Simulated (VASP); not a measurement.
A run of VASP 6.6.1:

The input INCAR:

```
  PREC = Accurate
  ENCUT = 500
  EDIFF = 1E-6
  ISMEAR = -1
  SIGMA = 0.05
  LREAL = False
  LASPH = True
  NELM = 120
  ALGO = Normal
  ISIF = 2
  LWAVE = False
  LCHARG = True
  GGA = B5
  ALDAX = 1.0
  AGGAX = 1.0
  AGGAC = 1.0
  ALDAC = 0.0
  LELF = True
  LVHAR = True
  NBANDS = 17
  GGA_COMPAT = False
```

The input KPOINTS:

```
Automatic mesh
0
Gamma
  6 6 6
```

Contents of POSCAR:

```
PbS
1.0
    4.0896980000      0.0000000000      0.0000000000
   -2.0448490000      3.5417823618      0.0000000000
    0.0000000000      0.0000000000      3.7881670000
Pb S
1 1
Direct
    0.0000000000      0.0000000000      0.0000000000
    0.6666670000      0.3333330000      0.5000000000
```

Potentials or basis: VASP PAW PBE potentials, release 64 (Pb_d, S).

Command:

```bash
$ cat potpaw_PBE.64/Pb_d/POTCAR potpaw_PBE.64/S/POTCAR > POTCAR
$ mpirun -np 1 vasp_std > vasp.out
```

Hardware: 1 thread of AMD EPYC 7R13, on a shared host.

Q: How long does it take, and how much memory?

A: Run time: 66 s on 1 thread of AMD EPYC 7R13, with other jobs on the host, peak memory 0.15 GiB. Counts: scf iterations 12, k points 28.
